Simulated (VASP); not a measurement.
Input of a VASP 6.6.1 run:

INCAR

```
ALGO = Normal
EDIFF = 1E-6
ENCUT = 700
GGA = PS
GGA_COMPAT = F
ISIF = 2
ISMEAR = 0
LASPH = T
LCHARG = F
LREAL = F
LWAVE = F
NBANDS = 25
NELM = 120
PREC = Accurate
SIGMA = 0.01
```

Contents of KPOINTS:

```
k-points
0
Gamma
  6 6 4
```

POSCAR

```
CdH2O2
1.0
    3.5272095875      0.0000000000      0.0000000000
   -1.7635997771      3.0546447919      0.0000000000
    0.0000000000      0.0000000000      4.6584052960
Cd H O
1 2 2
Direct
    0.0000000000      0.0000000000      0.0000000000
    0.6666666667      0.3333333333      0.5509600000
    0.3333333333      0.6666666667      0.4490400000
    0.6666666667      0.3333333333      0.7593700000
    0.3333333333      0.6666666667      0.2406300000
```

Potentials or basis: VASP PAW PBE potentials, release 64 (Cd_sv_GW, H, O).

Launch:

```bash
$ cat potpaw_PBE.64/Cd_sv_GW/POTCAR potpaw_PBE.64/H/POTCAR potpaw_PBE.64/O/POTCAR > POTCAR
$ mpirun -np 1 vasp_std > vasp.out
```

Predict the band gap on the k mesh.

1.59 eV (least direct gap 1.93 eV).

Predict the pressure.

-1.7 GPa.

Predict the largest force.

0.676 eV/Å.

Forces on the atoms (eV/Å):
```
Cd   0.000  0.000  0.000
H    0.000  0.000 -0.455
H    0.000  0.000  0.455
O    0.000  0.000  0.676
O    0.000  0.000 -0.676
```

Caveat: the PAW data sets were made with another functional, which shifts forces and pressure a little. A k mesh can miss the band edges.
